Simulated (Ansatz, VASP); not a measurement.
**HfO2: VASP beside Ansatz**

Contents of INCAR:

```
SYSTEM = HfO2
PREC = Accurate
ENCUT = 520
EDIFF = 1E-7
ISMEAR = 0
SIGMA = 0.05
LREAL = .FALSE.
LASPH = .TRUE.
NELM = 80
ALGO = Normal
ISIF = 2
LWAVE = .FALSE.
LCHARG = .FALSE.
GGA = PS
NBANDS = 31
```

File KPOINTS:

```
Automatic mesh
0
G
  6 6 6
  0 0 0
```

The input POSCAR:

```
HfO2
1.0
    0.0000000000     -2.5220673945     -2.5220673945
    0.0000000000      2.5220673945     -2.5220673945
    5.0441347890      0.0000000000      0.0000000000
Hf O
2 4
Direct
    0.0239882567     -0.0239882567      0.0000000000
    0.4760117433      0.5239882567      0.5000000000
   -0.0009542797      0.4990457203      0.7500000000
    0.5009542797      0.0009542797      0.2500000000
   -0.0009542797      0.4990457203      0.2500000000
    0.5009542797      0.0009542797      0.7500000000
```

Input for Ansatz:

```yaml
crystal:
  lattice:
    - [0.0, -2.5220673945, -2.5220673945]
    - [0.0, 2.5220673945, -2.5220673945]
    - [5.044134789, 0.0, 0.0]
  atoms:
    - { symbol: Hf, position: [0.0239882567, -0.0239882567, 0.0] }
    - { symbol: Hf, position: [0.4760117433, 0.5239882567, 0.5] }
    - { symbol: O, position: [-0.0009542797, 0.4990457203, 0.75] }
    - { symbol: O, position: [0.5009542797, 0.0009542797, 0.25] }
    - { symbol: O, position: [-0.0009542797, 0.4990457203, 0.25] }
    - { symbol: O, position: [0.5009542797, 0.0009542797, 0.75] }
basis:
  ecutwfc: 520.0
kpoints:
  mp_grid: { grid: [6, 6, 6] }
hamiltonian:
  xc: pbesol
  pseudopotentials: { kind: paw, azcp: { folder: soft_1 } }
scf:
  occupations: { method: gaussian, width: 0.05 }
output:
  forces: true
  stress: true
  eigenvalues: true
```

Change from the starting cell: mode 1 frozen in at +0.000 Å and mode 5 at -0.121 Å (largest displacements).

Alike in both runs: task single point; functional PBEsol; k mesh 6 × 6 × 6; occupations gaussian, width 0.05 eV; no spin polarisation.

|  | VASP | Ansatz |
| --- | --- | --- |
| version | VASP 6.6.1 | Ansatz 0.2.0 |
| potentials or method | VASP PAW PBE potentials, release 64 (Hf_pv, O), cutoff 520 eV | scalar-relativistic, plane waves, PAW |
| valence electrons in the cell | 44 | 76 |

Ansatz gave:

```
gap on the k mesh at the Fermi level (eV)                     : 3.69
least direct gap on the mesh (eV)                             : 3.69
pressure (GPa)                                                : 1.7
traceless stress, the component that is largest in VASP (GPa) : -0.62
rms of the force components (eV/Å)                            : 0.281
```

Problem. What did VASP give for the same quantities?

Solution. gap on the k mesh at the Fermi level (eV): 3.70; least direct gap on the mesh (eV): 3.70; pressure (GPa): -2.1; traceless stress, the component that is largest in VASP (GPa): -0.65; rms of the force components (eV/Å): 0.273.

VASP's potentials were made for PBE, not for PBEsol, and Ansatz warns of the same on its side. Atom by atom the forces differ by 0.024 eV/Å (rms over components). The functional is the same, so the differences come from potentials, cutoffs and numerics. VASP's potentials hold 44 valence electrons a cell and Ansatz's 76, so a difference there can come from the potentials and not from the codes.

Spin-orbit coupling is off throughout.
